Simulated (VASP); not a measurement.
# GaAs (F-43m) in VASP: notebook

Runs on GaAs. Level: PBEsol. Tasks: vibrations by perturbation theory.

Program: VASP 6.6.1. These are calculated values, not measurements. Logs are shortened: lines on timing, memory, paths and dates and some standing lists are left out, and cuts for length are marked.

## (1) The cell of the first run

The structure is cubic, space group F-43m (No. 216). Conventional cell: a = 5.697 Å, b = 5.697 Å, c = 5.697 Å, α = 90.00°, β = 90.00°, γ = 90.00°. Ga (site symmetry -43m) has 4 As at 2.47 Å within 3.3 Å. As (site symmetry -43m) has 4 Ga at 2.47 Å within 3.3 Å.

## (2) Vibrations by perturbation theory, PBEsol (23.11 Å³/atom)

INCAR

```
SYSTEM = GaAs
PREC = Accurate
ENCUT = 510
EDIFF = 1E-8
ISMEAR = 0
SIGMA = 0.01
LREAL = .FALSE.
LASPH = .TRUE.
NELM = 120
ALGO = Normal
ISIF = 2
LWAVE = .FALSE.
LCHARG = .TRUE.
GGA = PS
IBRION = 8
NSW = 1
LEPSILON = .TRUE.
GGA_COMPAT = .FALSE.
```

KPOINTS

```
regular mesh
0
G
  12 12 12
  0 0 0
```

POSCAR

```
GaAs
1.0
    0.0000000000      2.8482980125      2.8482980125
    2.8482980125      0.0000000000      2.8482980125
    2.8482980125      2.8482980125      0.0000000000
Ga As
1 1
Direct
    0.0000000000      0.0000000000      0.0000000000
    0.7500000000      0.7500000000      0.7500000000
```

Potentials or basis: VASP PAW PBE potentials, release 64 (Ga_d, As_d).

The run is started by

```
$ cat potpaw_PBE.64/Ga_d/POTCAR potpaw_PBE.64/As_d/POTCAR > POTCAR
$ mpirun -np 1 vasp_std > vasp.out
```

OUTCAR:

```text
SYSTEM = GaAs
   PREC = Accurate
   ENCUT = 510
   EDIFF = 1E-8
   ISMEAR = 0
   LREAL = .FALSE.
   LASPH = .TRUE.
   NELM = 120
   ISIF = 2
   GGA = PS
   IBRION = 8
   NSW = 1
   LEPSILON = .TRUE.

 ion  position               nearest neighbor table
   1  0.000  0.000  0.000-   2 2.47   2 2.47   2 2.47   2 2.47
   2  0.750  0.750  0.750-   1 2.47   1 2.47   1 2.47   1 2.47

  LATTYP: Found a face centered cubic cell.
 ALAT       =     5.6965960250

  Lattice vectors:

 A1 = (   0.0000000000,   2.8482980125,   2.8482980125)
 A2 = (   2.8482980125,   0.0000000000,   2.8482980125)
 A3 = (   2.8482980125,   2.8482980125,   0.0000000000)

Analysis of symmetry for initial positions (statically):
=====================================================================
 Subroutine PRICEL returns:
 Original cell was already a primitive cell.

 Routine SETGRP: Setting up the symmetry group for a
 face centered cubic supercell.

 Subroutine GETGRP returns: Found 24 space group operations
 (whereof 24 operations were pure point group operations)
 out of a pool of 48 trial point group operations.

The static configuration has the point symmetry T_d .

Analysis of symmetry for dynamics (positions and initial velocities):
=====================================================================
 Subroutine PRICEL returns:
 Original cell was already a primitive cell.

 Routine SETGRP: Setting up the symmetry group for a
 face centered cubic supercell.

 Subroutine GETGRP returns: Found 24 space group operations
 (whereof 24 operations were pure point group operations)
 out of a pool of 48 trial point group operations.

The dynamic configuration has the point symmetry T_d .

 Subroutine INISYM returns: Found 24 space group operations
 (whereof 24 operations are pure point group operations),
 and found     1 'primitive' translations

----------------------------------------------------------------------------------------

                                     Primitive cell

  volume of cell :      46.2154

  direct lattice vectors                    reciprocal lattice vectors
     0.000000000  2.848298012  2.848298012    -0.175543429  0.175543429  0.175543429
     2.848298012  0.000000000  2.848298012     0.175543429 -0.175543429  0.175543429
     2.848298012  2.848298012  0.000000000     0.175543429  0.175543429 -0.175543429

  length of vectors
     4.028101679  4.028101679  4.028101679     0.304050138  0.304050138  0.304050138

  position of ions in fractional coordinates (direct lattice)
     0.000000000  0.000000000  0.000000000
     0.750000000  0.750000000  0.750000000

  ion indices of the primitive-cell ions
   primitive index   ion index
                 1           1
                 2           2

----------------------------------------------------------------------------------------

 KPOINTS: regular mesh

Automatic generation of k-mesh.
 Grid dimensions read from file:
 generate k-points for:   12   12   12

 Generating k-lattice:

  Cartesian coordinates                     Fractional coordinates (reciprocal lattice)
[... 654 lines left out ...]
  ---------------------------------------------------
  ---------------------------------------------------
  free energy    TOTEN  =        -5.06865173 eV

  energy without entropy =       -5.06865173

------------------------ aborting loop because EDIFF is reached ----------------------------------------

--------------------------------------- Ionic step        2  -------------------------------------------

------------------------ aborting loop because EDIFF is reached ----------------------------------------

--------------------------------------- Ionic step        3  -------------------------------------------

------------------------ aborting loop because EDIFF is reached ----------------------------------------

 PIEZOELECTRIC TENSOR FIELD DIRECTION 3  (e Angst)
 -----------------------------------------------------------------------------
    -0.00094  3.43274  0.00000           (  0.00000  0.00608  0.00000)
     3.43274 -0.00094  0.00000           (  0.00608  0.00000  0.00000)
     0.00000  0.00000 -0.00052           (  0.00000  0.00000 -0.00000)

 PIEZOELECTRIC TENSOR FIELD DIRECTION 3  (C/m^2)
 -----------------------------------------------------------------------------
    -0.00033  1.19005  0.00000
     1.19005 -0.00033  0.00000
     0.00000  0.00000 -0.00018

--------------------------------------- Ionic step        4  -------------------------------------------

------------------------ aborting loop because EDIFF is reached ----------------------------------------

[... ionic steps 5 to 6 ...]

--------------------------------------- Ionic step        7  -------------------------------------------

 Free energy of the ion-electron system (eV)
  ---------------------------------------------------
  ---------------------------------------------------
  free energy    TOTEN  =        -0.11694046 eV

  energy without entropy =       -0.11694046

------------------------ aborting loop because EDIFF is reached ----------------------------------------

 INTERNAL STRAIN TENSOR  FOR ION    2  DIRECTION 1   (eV/Angst):
 -----------------------------------------------------------------------------
    -0.00480  0.00000  0.00000
     0.00000  0.00400  5.56439
     0.00000  5.56439  0.00400

 MACROSCOPIC STATIC DIELECTRIC TENSOR (including local field effects in DFT)
 ------------------------------------------------------
          39.506413     0.000000     0.000000
          -0.000000    39.506413    -0.000000
          -0.000000    -0.000000    39.506413
 ------------------------------------------------------

 PIEZOELECTRIC TENSOR (including local field effects)  for field in x, y, z        (e  Angst)
          XX          YY          ZZ          XY          YZ          ZX
  --------------------------------------------------------------------------------
  x    -0.00000    -0.00000     0.00000     0.00000     3.43945     0.00000
  y    -0.00000     0.00000     0.00000     0.00000     0.00000     3.43945
  z     0.00000     0.00000     0.00000     3.43945     0.00000     0.00000

 PIEZOELECTRIC TENSOR (including local field effects)  for field in x, y, z        (C/m^2)
          XX          YY          ZZ          XY          YZ          ZX
  --------------------------------------------------------------------------------
  x    -0.00000    -0.00000     0.00000     0.00000     1.19238     0.00000
  y    -0.00000     0.00000     0.00000     0.00000     0.00000     1.19238
  z     0.00000     0.00000     0.00000     1.19238     0.00000     0.00000

 BORN EFFECTIVE CHARGES (including local field effects) (in |e|, cummulative output)
 ---------------------------------------------------------------------------------
 ion    1
    1     2.24201     0.00000     0.00000
    2    -0.00000     2.24201     0.00000
    3     0.00000    -0.00000     2.24201
 ion    2
    1    -2.24201     0.00000    -0.00000
    2     0.00000    -2.24201     0.00000
    3    -0.00000     0.00000    -2.24201

 INTERNAL STRAIN TENSOR FOR ION    2 for displacements in x,y,z  (eV/Angst):
          X           Y           Z          XY          YZ          ZX
  --------------------------------------------------------------------------------
  x    -0.00000     0.00000     0.00000     0.00000     5.56439     0.00000
  y    -0.00000     0.00000    -0.00000     0.00000     0.00000     5.56439
  z     0.00000     0.00000    -0.00000     5.56439     0.00000     0.00000

 SECOND DERIVATIVES (NOT SYMMETRIZED)
 ------------------------------------
               1X          1Y          1Z          2X          2Y          2Z
  1X    -8.646755    0.000000    0.000000    8.646755    0.000000    0.000000
  1Y     0.000000   -8.646755    0.000000    0.000000    8.646755    0.000000
  1Z     0.000000    0.000000   -8.646755    0.000000    0.000000    8.646755
  2X     8.688278    0.000000    0.000000   -8.688278    0.000000    0.000000
  2Y     0.000000    8.688278    0.000000    0.000000   -8.688278    0.000000
  2Z     0.000000    0.000000    8.688278    0.000000    0.000000   -8.688278

 Eigenvectors and eigenvalues of the dynamical matrix
 ----------------------------------------------------

   1 f  =    7.658411 THz    48.119216 2PiTHz  255.457098 cm-1    31.672629 meV
             X         Y         Z           dx          dy          dz
      0.000000  0.000000  0.000000     0.000000    0.000000    0.718871
      4.272447  4.272447  4.272447     0.000000   -0.000000   -0.695144
[... 21 lines left out ...]
   6 f/i=    0.009167 THz     0.057598 2PiTHz    0.305780 cm-1     0.037912 meV
             X         Y         Z           dx          dy          dz
      0.000000  0.000000  0.000000     0.206514   -0.469401   -0.469297
      4.272447  4.272447  4.272447     0.213563   -0.485423   -0.485316

--------------------------------------------------------------------------------------------------------

 MACROSCOPIC STATIC DIELECTRIC TENSOR IONIC CONTRIBUTION
 ------------------------------------------------------
           2.270690     0.000000    -0.000000
           0.000000     2.270690     0.000000
          -0.000000     0.000000     2.270690
 ------------------------------------------------------

 ELASTIC MODULI CONTR FROM IONIC RELAXATION (kBar)
 Direction    XX          YY          ZZ          XY          YZ          ZX
 --------------------------------------------------------------------------------
 XX          -0.0000      0.0000      0.0000     -0.0000      0.0000      0.0000
 YY           0.0000     -0.0000      0.0000     -0.0000     -0.0000     -0.0000
 ZZ           0.0000      0.0000     -0.0000      0.0000     -0.0000      0.0000
 XY          -0.0000     -0.0000      0.0000   -122.1790      0.0000     -0.0000
 YZ           0.0000     -0.0000     -0.0000      0.0000   -122.1790     -0.0000
 ZX           0.0000     -0.0000      0.0000     -0.0000     -0.0000   -122.1790
 --------------------------------------------------------------------------------

 PIEZOELECTRIC TENSOR IONIC CONTR  for field in x, y, z        (C/m^2)
          XX          YY          ZZ          XY          YZ          ZX
  --------------------------------------------------------------------------------
  x     0.00000    -0.00000    -0.00000     0.00000    -0.49562    -0.00000
  y     0.00000    -0.00000     0.00000    -0.00000    -0.00000    -0.49562
  z    -0.00000    -0.00000     0.00000    -0.49562     0.00000    -0.00000
```

Run time: 49 min. Hardware: 1 thread of Intel Xeon Platinum 8259CL at 2.50GHz (Skylake/Cascade Lake), shared host; peak memory 0.62 GiB.

What came out:

```
Electronic dielectric tensor (diagonal)                 : 39.51
Born charges (mean of the diagonal)                     : Ga +2.24; As -2.24 e
Highest phonon frequency at Γ, LO-TO splitting left out : 255 cm⁻¹
```

Phonon frequencies in cm⁻¹ (negative: imaginary):
| q point | frequencies |
| --- | --- |
| (0.000, 0.000, 0.000) | 0 0 0 255 255 255 |

Electronic dielectric tensor:
```
39.51  0.00  0.00
 0.00 39.51  0.00
 0.00  0.00 39.51
```

Born effective charge tensors (e):
atom 1, Ga
```
2.24 0.00 0.00
0.00 2.24 0.00
0.00 0.00 2.24
```
atom 2, As
```
-2.24  0.00  0.00
 0.00 -2.24  0.00
 0.00  0.00 -2.24
```

Caveat: the cell stands under pressure or tension, which shifts response properties; the PAW data sets were made with another functional, which shifts forces and pressure a little.

## (3) Vibrations by perturbation theory, PBEsol

This run uses another cell than the first one, of 22.05 Å³/atom.

INCAR

```
SYSTEM = GaAs
PREC = Accurate
ENCUT = 510
EDIFF = 1E-8
ISMEAR = 0
SIGMA = 0.01
LREAL = .False.
LASPH = .True.
NELM = 120
ALGO = Normal
ISIF = 2
LWAVE = .False.
LCHARG = .False.
GGA = PS
IBRION = 8
NSW = 1
LEPSILON = .True.
GGA_COMPAT = .False.
```

KPOINTS

```
Automatic mesh
0
Gamma
  12 12 12
  0 0 0
```

POSCAR

```
GaAs
1.0
    0.0000000000      2.8040566995      2.8040566995
    2.8040566995      0.0000000000      2.8040566995
    2.8040566995      2.8040566995      0.0000000000
Ga As
1 1
Direct
    0.0000000000      0.0000000000      0.0000000000
    0.7500000000      0.7500000000      0.7500000000
```

Potentials or basis: VASP PAW PBE potentials, release 64 (Ga_d, As_d).

The run is started by

```
$ cat potpaw_PBE.64/Ga_d/POTCAR potpaw_PBE.64/As_d/POTCAR > POTCAR
$ mpirun -np 1 vasp_std > vasp.out
```

OUTCAR:

```text
SYSTEM = GaAs
   PREC = Accurate
   ENCUT = 510
   EDIFF = 1E-8
   ISMEAR = 0
   LREAL = .False.
   LASPH = .True.
   NELM = 120
   ISIF = 2
   GGA = PS
   IBRION = 8
   NSW = 1
   LEPSILON = .True.

 ion  position               nearest neighbor table
   1  0.000  0.000  0.000-   2 2.43   2 2.43   2 2.43   2 2.43
   2  0.750  0.750  0.750-   1 2.43   1 2.43   1 2.43   1 2.43

  LATTYP: Found a face centered cubic cell.
 ALAT       =     5.6081133990

  Lattice vectors:

 A1 = (   0.0000000000,   2.8040566995,   2.8040566995)
 A2 = (   2.8040566995,   0.0000000000,   2.8040566995)
 A3 = (   2.8040566995,   2.8040566995,   0.0000000000)

Analysis of symmetry for initial positions (statically):
=====================================================================
 Subroutine PRICEL returns:
 Original cell was already a primitive cell.

 Routine SETGRP: Setting up the symmetry group for a
 face centered cubic supercell.

 Subroutine GETGRP returns: Found 24 space group operations
 (whereof 24 operations were pure point group operations)
 out of a pool of 48 trial point group operations.

The static configuration has the point symmetry T_d .

Analysis of symmetry for dynamics (positions and initial velocities):
=====================================================================
 Subroutine PRICEL returns:
 Original cell was already a primitive cell.

 Routine SETGRP: Setting up the symmetry group for a
 face centered cubic supercell.
[... 763 lines left out ...]

 PIEZOELECTRIC TENSOR (including local field effects)  for field in x, y, z        (C/m^2)
          XX          YY          ZZ          XY          YZ          ZX
  --------------------------------------------------------------------------------
  x     0.00000    -0.00000     0.00000     0.00000     0.99475     0.00000
  y    -0.00000    -0.00000     0.00000    -0.00000     0.00000     0.99475
  z     0.00000     0.00000     0.00000     0.99475    -0.00000     0.00000

 BORN EFFECTIVE CHARGES (including local field effects) (in |e|, cummulative output)
 ---------------------------------------------------------------------------------
 ion    1
    1     2.09679     0.00000    -0.00000
    2    -0.00000     2.09679     0.00000
    3     0.00000     0.00000     2.09679
 ion    2
    1    -2.09679    -0.00000     0.00000
    2     0.00000    -2.09679    -0.00000
    3    -0.00000    -0.00000    -2.09679

 INTERNAL STRAIN TENSOR FOR ION    2 for displacements in x,y,z  (eV/Angst):
          X           Y           Z          XY          YZ          ZX
  --------------------------------------------------------------------------------
  x    -0.00000     0.00000     0.00000     0.00000     7.27699     0.00000
  y     0.00000     0.00000     0.00000     0.00000     0.00000     7.27699
  z     0.00000     0.00000    -0.00000     7.27699     0.00000     0.00000

 SECOND DERIVATIVES (NOT SYMMETRIZED)
 ------------------------------------
               1X          1Y          1Z          2X          2Y          2Z
  1X    -9.796215    0.000000    0.000000    9.796215    0.000000    0.000000
  1Y     0.000000   -9.796215    0.000000    0.000000    9.796215    0.000000
  1Z     0.000000    0.000000   -9.796215    0.000000    0.000000    9.796215
  2X     9.820472    0.000000    0.000000   -9.820472    0.000000    0.000000
  2Y     0.000000    9.820472    0.000000    0.000000   -9.820472    0.000000
  2Z     0.000000    0.000000    9.820472    0.000000    0.000000   -9.820472

 Eigenvectors and eigenvalues of the dynamical matrix
 ----------------------------------------------------

   1 f  =    8.147005 THz    51.189143 2PiTHz  271.754840 cm-1    33.693291 meV
             X         Y         Z           dx          dy          dz
      0.000000  0.000000  0.000000     0.719273    0.000000    0.000000
      4.206085  4.206085  4.206085    -0.694727    0.000000    0.000000
[... 21 lines left out ...]
   6 f/i=    0.005034 THz     0.031630 2PiTHz    0.167916 cm-1     0.020819 meV
             X         Y         Z           dx          dy          dz
      0.000000  0.000000  0.000000    -0.233359   -0.105580   -0.645788
      4.206085  4.206085  4.206085    -0.241604   -0.109310   -0.668605

--------------------------------------------------------------------------------------------------------

 MACROSCOPIC STATIC DIELECTRIC TENSOR IONIC CONTRIBUTION
 ------------------------------------------------------
           1.839457     0.000000     0.000000
           0.000000     1.839457     0.000000
           0.000000     0.000000     1.839457
 ------------------------------------------------------

 ELASTIC MODULI CONTR FROM IONIC RELAXATION (kBar)
 Direction    XX          YY          ZZ          XY          YZ          ZX
 --------------------------------------------------------------------------------
 XX          -0.0000      0.0000      0.0000     -0.0000      0.0000     -0.0000
 YY           0.0000     -0.0000     -0.0000     -0.0000     -0.0000     -0.0000
 ZZ           0.0000     -0.0000     -0.0000      0.0000     -0.0000     -0.0000
 XY          -0.0000     -0.0000      0.0000   -194.1560      0.0000      0.0000
 YZ           0.0000     -0.0000     -0.0000      0.0000   -194.1560      0.0000
 ZX          -0.0000     -0.0000     -0.0000      0.0000      0.0000   -194.1560
 --------------------------------------------------------------------------------

 PIEZOELECTRIC TENSOR IONIC CONTR  for field in x, y, z        (C/m^2)
          XX          YY          ZZ          XY          YZ          ZX
  --------------------------------------------------------------------------------
  x     0.00000    -0.00000    -0.00000     0.00000    -0.56233    -0.00000
  y    -0.00000    -0.00000    -0.00000    -0.00000     0.00000    -0.56233
  z    -0.00000    -0.00000     0.00000    -0.56233    -0.00000    -0.00000
```

stdout:

```text
POSCAR found type information on POSCAR GaAs
 POSCAR found :  2 types and       2 ions
 scaLAPACK will be used
 -----------------------------------------------------------------------------
|                                                                             |
|                                                                             |
|     You enforced a specific xc type in the INCAR file but a different       |
[... 45 lines left out ...]
 force on displaced ion       1 direction 1 :  -9.796   0.000   0.000
 Born effective charge ion    1 direction 1 :   2.066   0.000   0.000
 Linear response progress:
 first order change of Fermi-energy  -0.61564E-02
 force on displaced ion       2 direction 1 :  -9.820   0.000   0.000
 Born effective charge ion    2 direction 1 :  -2.121   0.000   0.000
 Born effective charges drift removed
 Linear response finished
```

It took 24 min on 1 thread of Intel Xeon 6975P-C (Granite Rapids), shared host; peak memory 0.6 GiB.

What came out:

| Quantity | Value |
| --- | --- |
| Electronic dielectric tensor (diagonal) | 15.73 |
| Born charges (mean of the diagonal) | Ga +2.10; As -2.10 e |
| Highest phonon frequency at Γ, LO-TO splitting left out | 272 cm⁻¹ |

Phonon frequencies in cm⁻¹ (negative: imaginary):
```
              q point        frequencies
(0.000, 0.000, 0.000)  0 0 0 272 272 272
```

Electronic dielectric tensor:
```
15.73  0.00  0.00
 0.00 15.73  0.00
 0.00  0.00 15.73
```

Born effective charge tensors (e):
atom 1, Ga
```
2.10 0.00 0.00
0.00 2.10 0.00
0.00 0.00 2.10
```
atom 2, As
```
-2.10  0.00  0.00
 0.00 -2.10  0.00
 0.00  0.00 -2.10
```

Caveat: the cell stands under pressure or tension, which shifts response properties; the PAW data sets were made with another functional, which shifts forces and pressure a little.
